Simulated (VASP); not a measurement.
# Mo (P6_3/mmc) in VASP: a series of runs

Runs on Mo. Level: PBE. Tasks: relaxation of shape and atoms at fixed volume.

Program: VASP 6.6.1. These are calculated values, not measurements. Logs are shortened: lines on timing, memory, paths and dates and some standing lists are left out, and cuts for length are marked.

## (1) The cell of the first run

Symmetry: P6_3/mmc, No. 194, hexagonal system. Conventional cell: a = 2.189 Å, b = 2.189 Å, c = 3.883 Å, α = 90.00°, β = 90.00°, γ = 120.00°. Mo (site symmetry -6m2) has 12 Mo at 2.19 to 2.32 Å within 2.9 Å.

This isn't the form of Mo at room conditions, which is bcc.

## (2) Relaxation of shape and atoms at fixed volume, PBE

The input, INCAR:

```
SYSTEM = Mo
PREC     = Accurate       ! precision mode
ENCUT    = 600            ! plane-wave cutoff, eV
EDIFF    = 1E-6           ! SCF threshold, eV
ISMEAR   = -1             ! smearing method
SIGMA    = 0.08           ! smearing width, eV
LREAL    = .FALSE.        ! projectors in reciprocal space
LASPH    = .TRUE.         ! aspherical terms in the spheres
NELM     = 80             ! most SCF steps
ALGO     = Normal         ! electronic algorithm
ISIF     = 4              ! what is computed and relaxed
LWAVE    = .FALSE.        ! write WAVECAR
LCHARG   = .FALSE.        ! write CHGCAR
GGA      = PE             ! functional
IBRION   = 2              ! ionic algorithm
NSW      = 50             ! ionic steps
EDIFFG   = -0.005         ! ionic threshold
```

The input, KPOINTS:

```
regular mesh
0
G
  15 15 8
  0 0 0
```

The input, POSCAR:

```
Mo
1.0
    2.1890766388      0.0000000000      0.0000000000
   -1.0945383194      1.8957959801      0.0000000000
    0.0000000000      0.0000000000      3.8826859202
Mo
2
Direct
    0.3333333333      0.6666666667      0.2500000000
    0.6666666667      0.3333333333      0.7500000000
```

Potentials or basis: VASP PAW PBE potentials, release 64 (Mo_sv).

Command:

```bash
$ cat potpaw_PBE.64/Mo_sv/POTCAR > POTCAR
$ mpirun -np 1 vasp_std > vasp.out
```

OUTCAR:

```text
SYSTEM = Mo
   PREC = Accurate
   ENCUT = 600
   EDIFF = 1E-6
   ISMEAR = -1
   LREAL = .FALSE.
   LASPH = .TRUE.
   NELM = 80
   ISIF = 4
   GGA = PE
   IBRION = 2
   NSW = 50
   EDIFFG = -0.005

 ion  position               nearest neighbor table
   1  0.333  0.667  0.250-   2 2.32   2 2.32   2 2.32   2 2.32   2 2.32   2 2.32   2 3.19   2 3.19
                             2 3.19   2 3.19   2 3.19   2 3.19
   2  0.667  0.333  0.750-   1 2.32   1 2.32   1 2.32   1 2.32   1 2.32   1 2.32   1 3.19   1 3.19
                             1 3.19   1 3.19   1 3.19   1 3.19

  LATTYP: Found a hexagonal cell.
 ALAT       =     2.1890766388
 C/A-ratio  =     1.7736637683

  Lattice vectors:

 A1 = (   2.1890766388,   0.0000000000,   0.0000000000)
 A2 = (  -1.0945383194,   1.8957959801,   0.0000000000)
 A3 = (   0.0000000000,   0.0000000000,   3.8826859202)

Analysis of symmetry for initial positions (statically):
=====================================================================
 Subroutine PRICEL returns:
 Original cell was already a primitive cell.

 Routine SETGRP: Setting up the symmetry group for a
 hexagonal supercell.

 Subroutine GETGRP returns: Found 24 space group operations
 (whereof 12 operations were pure point group operations)
 out of a pool of 24 trial point group operations.

The static configuration has the point symmetry D_3d.
 The point group associated with its full space group is D_6h.

Analysis of symmetry for dynamics (positions and initial velocities):
=====================================================================
 Subroutine PRICEL returns:
 Original cell was already a primitive cell.

 Routine SETGRP: Setting up the symmetry group for a
 hexagonal supercell.

 Subroutine GETGRP returns: Found 24 space group operations
 (whereof 12 operations were pure point group operations)
 out of a pool of 24 trial point group operations.

The dynamic configuration has the point symmetry D_3d.
 The point group associated with its full space group is D_6h.

 Subroutine INISYM returns: Found 24 space group operations
 (whereof 12 operations are pure point group operations),
 and found     1 'primitive' translations

----------------------------------------------------------------------------------------

                                     Primitive cell

  volume of cell :      16.1133

  direct lattice vectors                    reciprocal lattice vectors
     2.189076639  0.000000000  0.000000000     0.456813609  0.263741460  0.000000000
    -1.094538319  1.895795980  0.000000000     0.000000000  0.527482920  0.000000000
     0.000000000  0.000000000  3.882685920     0.000000000  0.000000000  0.257553668

  length of vectors
     2.189076639  2.189076639  3.882685920     0.527482920  0.527482920  0.257553668

  position of ions in fractional coordinates (direct lattice)
     0.333333333  0.666666667  0.250000000
     0.666666667  0.333333333  0.750000000

  ion indices of the primitive-cell ions
   primitive index   ion index
                 1           1
                 2           2

----------------------------------------------------------------------------------------

 KPOINTS: regular mesh

Automatic generation of k-mesh.
 Grid dimensions read from file:
 generate k-points for:   15   15    8

 Generating k-lattice:

  Cartesian coordinates                     Fractional coordinates (reciprocal lattice)
     0.030454241  0.017582764  0.000000000     0.066666667 -0.000000000  0.000000000
     0.000000000  0.035165528  0.000000000     0.000000000  0.066666667  0.000000000
     0.000000000  0.000000000  0.032194208     0.000000000  0.000000000  0.125000000

  Length of vectors
     0.035165528  0.035165528  0.032194208

  Shift w.r.t. Gamma in fractional coordinates (k-lattice)
     0.000000000  0.000000000  0.000000000

 Subroutine IBZKPT returns following result:
 ===========================================

 Found    135 irreducible k-points:

 Following reciprocal coordinates:
            Coordinates               Weight
  0.000000  0.000000  0.000000      1.000000
  0.066667 -0.000000  0.000000      6.000000
  0.133333 -0.000000  0.000000      6.000000
  0.200000  0.000000  0.000000      6.000000
  0.266667 -0.000000  0.000000      6.000000
  0.333333 -0.000000  0.000000      6.000000
[... 16 lines left out ...]
  0.333333  0.200000  0.000000     12.000000
  0.400000  0.200000  0.000000      6.000000
 [... further k-points ...]
   k-points           NKPTS =    135   k-points in BZ     NKDIM =    135   number of bands    NBANDS=     18
   number of dos      NEDOS =    301   number of ions     NIONS =      2
   total plane-waves  NPLWV =  10368
   dimension x,y,z NGX =    18 NGY =   18 NGZ =   32
   dimension x,y,z NGXF=    36 NGYF=   36 NGZF=   64
   ions per type =               2
   NGX,Y,Z   is equivalent  to a cutoff of  13.67, 13.67, 13.70 a.u.
   NGXF,Y,Z  is equivalent  to a cutoff of  27.34, 27.34, 27.40 a.u.
 SYSTEM =  Mo
   PREC   = accura    normal or accurate (medium, high low for compatibility)
   ISTART =      0    job   : 0-new  1-cont  2-samecut
   ICHARG =      2    charge: 1-file 2-atom 10-const
   ISPIN  =      1    spin polarized calculation?
   LNONCOLLINEAR =      F non collinear calculations
   LSORBIT =      F    spin-orbit coupling
   LASPH  =      T    aspherical Exc in radial PAW
   ENCUT  =  600.0 eV  44.10 Ry    6.64 a.u.   4.37  4.37  7.75*2*pi/ulx,y,z
   NELM   =     80;   NELMIN=  2; NELMDL= -5     # of ELM steps
   EDIFF  = 0.1E-05   stopping-criterion for ELM
   LREAL  =      F    real-space projection
   EDIFFG = -.5E-02   stopping-criterion for IOM
   NSW    =     50    number of steps for IOM
   IBRION =      2    ionic relax: 0-MD 1-quasi-New 2-CG
   NFREE  =      1    steps in history (QN), initial steepest desc. (CG)
   ISIF   =      4    stress and relaxation
   ISYM   =      2    0-nonsym 1-usesym 2-fastsym
   POTIM  = 0.5000    time-step for ionic-motion
   TEBEG  =    0.0;   TEEND  =   0.0 temperature during run
   PSTRESS=    0.0 pullay stress
   NELECT =      28.0000    total number of electrons
   NUPDOWN=      -1.0000    fix difference up-down
   EMIN   =  10.00;   EMAX   =-10.00  energy-range for DOS
   EFERMI =   0.00;   METHOD = LEGACY
   ISMEAR =    -1;   SIGMA  =   0.08  broadening in eV -4-tet -1-fermi 0-gaus
   EFERMI_NEDOS =   21; number of points for ismear=-14 and -15
   IALGO  =     38    algorithm
   IMIX   =      4    mixing-type and parameters
     AMIX     =   0.40;   BMIX     =  1.00
     AMIX_MAG =   1.60;   BMIX_MAG =  1.00
  volume/ion in A,a.u.               =       8.06        54.37
  Fermi-wavevector in a.u.,A,eV,Ry     =   1.968185  3.719330 52.705594  3.873752
  Thomas-Fermi vector in A             =   2.991485
   LORBIT       =      0    0 simple, 1 ext, 2 COOP (PROOUT), +10 PAW based schemes
   GGA     = PE    functional components
   LHFCALC =     F    Hartree Fock is set to
   AEXX    =    0.0000 exact exchange contribution
   IVDW    =     0    specifies the selected vdW correction
   LEPSILON=     F    determine dielectric tensor
   LRPA    =     F    only Hartree local field effects (RPA)
 conjugate gradient relaxation of ions
 non-spin polarized calculation
  energy-cutoff  :      600.00
  volume of cell :       16.11
 maximum number of plane-waves:       562
 NGX is ok and might be reduce to    18
   NGX =  9   NGY =  9   NGZ = 15

--------------------------------------- Ionic step        1  -------------------------------------------

 number of electron      27.9999999 magnetization

 Free energy of the ion-electron system (eV)
  ---------------------------------------------------
  ext. energy  EPLUGINS =         0.00000000
  ---------------------------------------------------
  free energy    TOTEN  =        -2.90007443 eV

  energy without entropy =       -2.87842439  energy(sigma->0) =       -2.88924941

------------------------ aborting loop because EDIFF is reached ----------------------------------------

  FORCE on cell =-STRESS in cart. coord.  units (eV):
  Direction    XX          YY          ZZ          XY          YZ          ZX
  --------------------------------------------------------------------------------------
  -------------------------------------------------------------------------------------
  Total       67.6950983     67.6950983     54.8725660      0.0000000     -0.0000000      0.0000000
  in kB     6731.0525421   6731.0525426   5456.0837289      0.0000000     -0.0000000      0.0000000
  external PRESSURE =    6306.0629379 kB  Pullay stress =       0.0000000 kB
[... 89 lines left out ...]
  FREE ENERGIE OF THE ION-ELECTRON SYSTEM (eV)
  ---------------------------------------------------
  free  energy   TOTEN  =        -3.2686613023 eV

  energy  without entropy=       -3.2398297442  energy(sigma->0) =       -3.25424552

[... ionic steps 4 to 20 ...]

--------------------------------------- Ionic step       21  -------------------------------------------

 number of electron      27.9999998 magnetization

------------------------ aborting loop because EDIFF is reached ----------------------------------------

  FORCE on cell =-STRESS in cart. coord.  units (eV):
  Direction    XX          YY          ZZ          XY          YZ          ZX
  --------------------------------------------------------------------------------------
  -------------------------------------------------------------------------------------
  Total       63.0852881     63.0852883     63.0686419      0.0000000     -0.0000000      0.0000000
  in kB     6272.6903302   6272.6903518   6271.0351717      0.0000000     -0.0000000      0.0000000
  external PRESSURE =    6272.1386179 kB  Pullay stress =       0.0000000 kB
[... 57 lines left out ...]
  energy  without entropy=       -3.2397387840  energy(sigma->0) =       -3.25432977

--------------------------------------- Ionic step       23  -------------------------------------------

 number of electron      27.9999998 magnetization

 Free energy of the ion-electron system (eV)
  ---------------------------------------------------
  ext. energy  EPLUGINS =         0.00000000
  ---------------------------------------------------
  free energy    TOTEN  =        -3.26892086 eV

  energy without entropy =       -3.23975375  energy(sigma->0) =       -3.25433730

 E-fermi :  26.2734     XC(G=0): -17.5278

 val. band max:       26.2692427071   @ k =   0.3333   0.1333   0.1250
 cond. band min:      26.2817115513   @ k =   0.4000   0.2000   0.3750
 fundamental gap:      0.0124688442
 Fermi energy:        26.2734488703

 k-point     1 :       0.0000    0.0000    0.0000
  band No.  band energies     occupation
      1     -37.4930      2.00000
      2     -34.7910      2.00000
      3     -14.5383      2.00000
      4      -7.0954      2.00000
      5      -7.0954      2.00000
      6      -5.9650      2.00000
[... 10 lines left out ...]
     17      26.4600      0.17700
     18      32.4257      0.00000
[... 466 lines left out ...]
      2     -34.0567      2.00000
      3     -13.1422      2.00000
      4     -11.6688      2.00000
      5     -10.5856      2.00000
      6     -10.4260      2.00000
[... 10 lines left out ...]
     17      33.7864      0.00000
     18      33.9764      0.00000

 [... further k-points ...]
[... 5 lines left out ...]
  --------------------------------------------------------------------------------------
  -------------------------------------------------------------------------------------
  Total       63.0803334     63.0803337     63.0803640      0.0000000     -0.0000000      0.0000000
  in kB     6272.1976738   6272.1977037   6272.2007196      0.0000000     -0.0000000      0.0000000
  external PRESSURE =    6272.1986990 kB  Pullay stress =       0.0000000 kB
[... 17 lines left out ...]
  FREE ENERGIE OF THE ION-ELECTRON SYSTEM (eV)
  ---------------------------------------------------
  free  energy   TOTEN  =        -3.2689208561 eV

  energy  without entropy=       -3.2397537538  energy(sigma->0) =       -3.25433730

 reached required accuracy - stopping structural energy minimisation
```

Wall time 1.7 min (1 thread of Intel Xeon 6975P-C (Granite Rapids), shared host); peak memory 0.16 GiB.

The run converged, but its numbers aren't listed here, since they failed a check.

(Continued in part 2 of 3.)
